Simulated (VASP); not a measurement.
Input of a VASP 6.6.1 run:

File INCAR:

```
SYSTEM = CaS
ALGO = Normal ; EDIFF = 1E-6
ENCUT = 500 ; GGA = PE
GGA_COMPAT = .False. ; ISIF = 2
ISMEAR = 0 ; LASPH = .True.
LCHARG = .False. ; LREAL = .False.
LWAVE = .False. ; NBANDS = 15
NELM = 120 ; PREC = Accurate
SIGMA = 0.02
```

Contents of KPOINTS:

```
k-points
0
Gamma
  8 8 8
  0 0 0
```

Contents of POSCAR:

```
CaS
1.0
    0.0000000000      2.8283543243      2.8283543243
    2.8283543243      0.0000000000      2.8283543243
    2.8283543243      2.8283543243      0.0000000000
Ca S
1 1
Direct
    0.0000000000      0.0000000000      0.0000000000
    0.5000000000      0.5000000000      0.5000000000
```

Potentials or basis: VASP PAW PBE potentials, release 64 (Ca_sv, S).

Run with:

```sh
$ cat potpaw_PBE.64/Ca_sv/POTCAR potpaw_PBE.64/S/POTCAR > POTCAR
$ mpirun -np 1 vasp_std > vasp.out
```

Q: What does it give for the pressure?

A: 1.9 GPa.

Q: Estimate the band gap on the k mesh.

A: 2.31 eV, indirect (least direct gap 3.13 eV).

A k mesh can miss the band edges. A hybrid or GW would open this gap; PBE tends to underestimate it.
